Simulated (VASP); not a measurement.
# TiNi (Pm-3m) in VASP: notebook

The runs below take TiNi through single point, with PBEsol.

Program: VASP 6.6.1. These are calculated values, not measurements. Logs are shortened: lines on timing, memory, paths and dates and some standing lists are left out, and cuts for length are marked.

## Step 1: The cell of the first run

It takes space group Pm-3m (No. 221, cubic). The conventional cell has a = 2.988 Å, b = 2.988 Å, c = 2.988 Å, α = 90.00°, β = 90.00°, γ = 90.00°. Within 3.4 Å of Ti (site symmetry m-3m) lie 8 Ni at 2.59 Å and 6 Ti at 2.99 Å. Within 3.4 Å of Ni (site symmetry m-3m) lie 8 Ti at 2.59 Å and 6 Ni at 2.99 Å.

## Step 2: Single point, PBEsol

Input file INCAR:

```
PREC = Accurate ; ENCUT = 520
EDIFF = 1E-7 ; ISMEAR = -1
SIGMA = 0.05 ; LREAL = F
LASPH = T ; NELM = 60
ALGO = Normal ; ISIF = 2
LWAVE = F ; LCHARG = F
GGA = PS ; NBANDS = 30
```

Input file KPOINTS:

```
regular mesh
0
Gamma
  10 10 10
```

Input file POSCAR:

```
TiNi
1.0
    2.9880661300      2.9880661300      0.0000000000
    2.9880661300      0.0000000000      2.9880661300
    2.9880661300      0.0000000000     -2.9880661300
Ti Ni
2 2
Direct
    0.5000000000      0.2500000000      0.7500000000
    0.5000000000      0.7500000000      0.2500000000
    0.0000000000      0.0000000000      0.0000000000
    0.0000000000      0.5000000000      0.5000000000
```

Potentials or basis: VASP PAW PBE potentials, release 64 (Ti_sv, Ni).

Started as:

```
$ cat potpaw_PBE.64/Ti_sv/POTCAR potpaw_PBE.64/Ni/POTCAR > POTCAR
$ mpirun -np 1 vasp_std > vasp.out
```

OUTCAR:

```text
PREC = Accurate
   ENCUT = 520
   EDIFF = 1E-7
   ISMEAR = -1
   LREAL = F
   LASPH = T
   NELM = 60
   ISIF = 2
   GGA = PS

 ion  position               nearest neighbor table
   1  0.500  0.250  0.750-   3 2.59   4 2.59   3 2.59   4 2.59   3 2.59   4 2.59   3 2.59   4 2.59

   2  0.500  0.750  0.250-   3 2.59   4 2.59   4 2.59   3 2.59   4 2.59   3 2.59   3 2.59   4 2.59

   3  0.000  0.000  0.000-   1 2.59   2 2.59   2 2.59   1 2.59   2 2.59   1 2.59   1 2.59   2 2.59
                             4 2.99   4 2.99   4 2.99   4 2.99   4 2.99   4 2.99
   4  0.000  0.500  0.500-   1 2.59   2 2.59   1 2.59   2 2.59   1 2.59   2 2.59   1 2.59   2 2.59
                             3 2.99   3 2.99   3 2.99   3 2.99   3 2.99   3 2.99

  LATTYP: Found a face centered cubic cell.
 ALAT       =     5.9761322600

  Lattice vectors:

 A1 = (   2.9880661300,   2.9880661300,   0.0000000000)
 A2 = (   2.9880661300,   0.0000000000,  -2.9880661300)
 A3 = (   0.0000000000,   2.9880661300,  -2.9880661300)

Analysis of symmetry for initial positions (statically):
=====================================================================
 Subroutine PRICEL returns following result:

  LATTYP: Found a simple cubic cell.
 ALAT       =     2.9880661300

  Lattice vectors:

 A1 = (   0.0000000000,   2.9880661300,   0.0000000000)
 A2 = (   0.0000000000,   0.0000000000,   2.9880661300)
 A3 = (   2.9880661300,   0.0000000000,   0.0000000000)

   2 primitive cells build up your supercell.

 Routine SETGRP: Setting up the symmetry group for a
 face centered cubic supercell.

 Subroutine GETGRP returns: Found 48 space group operations
[... 5 lines left out ...]
Analysis of symmetry for dynamics (positions and initial velocities):
=====================================================================
 Subroutine PRICEL returns following result:

  LATTYP: Found a simple cubic cell.
 ALAT       =     2.9880661300

  Lattice vectors:

 A1 = (   0.0000000000,   2.9880661300,   0.0000000000)
 A2 = (   0.0000000000,   0.0000000000,   2.9880661300)
 A3 = (   2.9880661300,   0.0000000000,   0.0000000000)

   2 primitive cells build up your supercell.

 Routine SETGRP: Setting up the symmetry group for a
 face centered cubic supercell.

 Subroutine GETGRP returns: Found 48 space group operations
[... 5 lines left out ...]
 Subroutine INISYM returns: Found 48 space group operations
 (whereof 48 operations are pure point group operations),
 and found     2 'primitive' translations

[... 87 lines left out ...]
   ICHARG =      2    charge: 1-file 2-atom 10-const
   ISPIN  =      1    spin polarized calculation?
   LNONCOLLINEAR =      F non collinear calculations
   LSORBIT =      F    spin-orbit coupling
   LASPH  =      T    aspherical Exc in radial PAW
   ENCUT  =  520.0 eV  38.22 Ry    6.18 a.u.   7.86  7.86  7.86*2*pi/ulx,y,z
   NELM   =     60;   NELMIN=  2; NELMDL= -5     # of ELM steps
   EDIFF  = 0.1E-06   stopping-criterion for ELM
   LREAL  =      F    real-space projection
   EDIFFG = 0.1E-05   stopping-criterion for IOM
   NSW    =      0    number of steps for IOM
   IBRION =     -1    ionic relax: 0-MD 1-quasi-New 2-CG
   NFREE  =      0    steps in history (QN), initial steepest desc. (CG)
   ISIF   =      2    stress and relaxation
   ISYM   =      2    0-nonsym 1-usesym 2-fastsym
   POTIM  = 0.5000    time-step for ionic-motion
   TEBEG  =    0.0;   TEEND  =   0.0 temperature during run
   PSTRESS=    0.0 pullay stress
   NELECT =      44.0000    total number of electrons
   NUPDOWN=      -1.0000    fix difference up-down
   EMIN   =  10.00;   EMAX   =-10.00  energy-range for DOS
   EFERMI =   0.00;   METHOD = LEGACY
   ISMEAR =    -1;   SIGMA  =   0.05  broadening in eV -4-tet -1-fermi 0-gaus
   EFERMI_NEDOS =   21; number of points for ismear=-14 and -15
   IALGO  =     38    algorithm
   IMIX   =      4    mixing-type and parameters
     AMIX     =   0.40;   BMIX     =  1.00
     AMIX_MAG =   1.60;   BMIX_MAG =  1.00
  volume/ion in A,a.u.               =      13.34        90.02
  Fermi-wavevector in a.u.,A,eV,Ry     =   1.535178  2.901067 32.065840  2.356773
  Thomas-Fermi vector in A             =   2.642003
   LORBIT       =      0    0 simple, 1 ext, 2 COOP (PROOUT), +10 PAW based schemes
   GGA     = PS    functional components
   LHFCALC =     F    Hartree Fock is set to
   AEXX    =    0.0000 exact exchange contribution
   IVDW    =     0    specifies the selected vdW correction
   LEPSILON=     F    determine dielectric tensor
   LRPA    =     F    only Hartree local field effects (RPA)
 non-spin polarized calculation
  energy-cutoff  :      520.00
  volume of cell :       53.36
 maximum number of plane-waves:      1459
   NGX = 15   NGY = 15   NGZ = 15

 number of electron      44.0000023 magnetization

 Free energy of the ion-electron system (eV)
  ---------------------------------------------------
  ext. energy  EPLUGINS =         0.00000000
  ---------------------------------------------------
  free energy    TOTEN  =       -30.42351470 eV

  energy without entropy =      -30.37886270  energy(sigma->0) =      -30.40118870

 E-fermi :   9.4753     XC(G=0): -12.6639

 val. band max:        9.4720536814   @ k =   0.1000   0.5000   0.0000
 cond. band min:       9.4768757144   @ k =  -0.3000   0.2000   0.2000
 fundamental gap:      0.0048220330
 Fermi energy:         9.4753440787

 k-point     1 :       0.0000    0.0000    0.0000
  band No.  band energies     occupation
      1     -47.4684      2.00000
      2     -47.3775      2.00000
      3     -23.8860      2.00000
      4     -23.8860      2.00000
      5     -23.8860      2.00000
      6     -23.6619      2.00000
[... 781 lines left out ...]
     29      11.6818      0.00000
     30      12.8636      0.00000

 [... further k-points ...]
[... 5 lines left out ...]
  --------------------------------------------------------------------------------------
  -------------------------------------------------------------------------------------
  Total       -1.0437441     -1.0437441     -1.0437441      0.0000000     -0.0000000      0.0000000
  in kB      -31.3403607    -31.3403607    -31.3403607      0.0000000     -0.0000000      0.0000000
  external PRESSURE =     -31.3403607 kB  Pullay stress =       0.0000000 kB

 VOLUME and BASIS-vectors are now :
 -----------------------------------------------------------------------------
  energy-cutoff  :      520.00
  volume of cell :       53.36
      direct lattice vectors                 reciprocal lattice vectors
     2.988066130  2.988066130  0.000000000     0.000000000  0.334664615  0.000000000
     2.988066130  0.000000000  2.988066130     0.167332307 -0.167332307  0.167332307
     2.988066130  0.000000000 -2.988066130     0.167332307 -0.167332307 -0.167332307

 POSITION                                       TOTAL-FORCE (eV/Angst)
 -----------------------------------------------------------------------------------
      4.48210      1.49403     -1.49403        -0.000000      0.000000      0.000000
      4.48210      1.49403      1.49403         0.000000      0.000000      0.000000
      0.00000      0.00000      0.00000         0.000000     -0.000000     -0.000000
      2.98807      0.00000      0.00000        -0.000000     -0.000000     -0.000000
 -----------------------------------------------------------------------------------
    total drift:                                0.000000      0.000000      0.000000

  FREE ENERGIE OF THE ION-ELECTRON SYSTEM (eV)
  ---------------------------------------------------
  free  energy   TOTEN  =       -30.4235147020 eV

  energy  without entropy=      -30.3788627011  energy(sigma->0) =      -30.40118870
```

OSZICAR:

```text
N       E                     dE             d eps       ncg     rms          rms(c)
DAV:   1     0.434951256088E+03    0.43495E+03   -0.20882E+04  2860   0.194E+03
DAV:   2     0.137790434231E+02   -0.42117E+03   -0.41027E+03  2856   0.483E+02
DAV:   3    -0.319140500957E+02   -0.45693E+02   -0.44433E+02  4636   0.153E+02
DAV:   4    -0.355801981258E+02   -0.36661E+01   -0.36187E+01  4062   0.370E+01
DAV:   5    -0.357442534996E+02   -0.16406E+00   -0.16404E+00  3786   0.635E+00    0.196E+01
DAV:   6    -0.320218723782E+02    0.37224E+01   -0.30945E+01  3328   0.696E+01    0.121E+01
DAV:   7    -0.336030881873E+02   -0.15812E+01   -0.28464E+01  4224   0.567E+01    0.252E+01
DAV:   8    -0.304337669444E+02    0.31693E+01   -0.11461E+01  3930   0.401E+01    0.254E+00
DAV:   9    -0.304341844496E+02   -0.41751E-03   -0.68534E-01  4152   0.882E+00    0.206E+00
DAV:  10    -0.304319064610E+02    0.22780E-02   -0.24348E-01  3730   0.475E+00    0.760E-01
DAV:  11    -0.304258699488E+02    0.60365E-02   -0.26488E-02  3888   0.161E+00    0.489E-01
DAV:  12    -0.304240040951E+02    0.18659E-02   -0.53283E-03  3898   0.695E-01    0.144E-01
DAV:  13    -0.304235333839E+02    0.47071E-03   -0.22940E-03  3614   0.389E-01    0.599E-02
DAV:  14    -0.304235176221E+02    0.15762E-04   -0.14978E-04  4230   0.143E-01    0.328E-02
DAV:  15    -0.304235173033E+02    0.31872E-06   -0.60782E-05  3348   0.995E-02    0.185E-02
DAV:  16    -0.304235145521E+02    0.27512E-05   -0.12166E-05  3674   0.474E-02    0.198E-03
DAV:  17    -0.304235146913E+02   -0.13916E-06   -0.62297E-07  3200   0.675E-03    0.124E-03
DAV:  18    -0.304235147020E+02   -0.10681E-07   -0.25985E-08  1548   0.177E-03
   1 F= -.30423515E+02 E0= -.30401189E+02  d E =-.446520E-01
```

Wall time 77 s (1 thread of Intel Xeon 6975P-C, shared host); peak memory 0.21 GiB.

Results:

```yaml
Free_energy: -30.4235 eV
Pressure: -3.1 GPa
Band_gap_on_the_k_mesh: zero (band 22 reaches 9.85 eV, above the bottom of band 23 at 9.14 eV)
```

Levels at points of the mesh, in eV from the Fermi level:
```csv
k point,band 18,band 19,band 20,band 21,band 22,band 23,band 24,band 25,band 26,band 27
"(0.00, 0.00, 0.00)",-2.00,-2.00,-2.00,-1.27,-1.27,0.44,0.44,2.61,2.61,2.61
"(0.50, 0.00, 0.00)",-1.69,-1.29,-0.75,-0.75,-0.61,0.48,0.48,0.64,0.64,0.91
"(0.00, 0.50, 0.00)",-2.53,-2.53,-2.53,0.38,0.38,0.38,0.38,1.43,1.43,1.43
```

Caveat: the PAW data sets were made with another functional, which shifts forces and pressure a little. Spin polarisation is off, so any magnetic state and its effect on volume and gap are missing.

(Continued in part 2 of 2.)
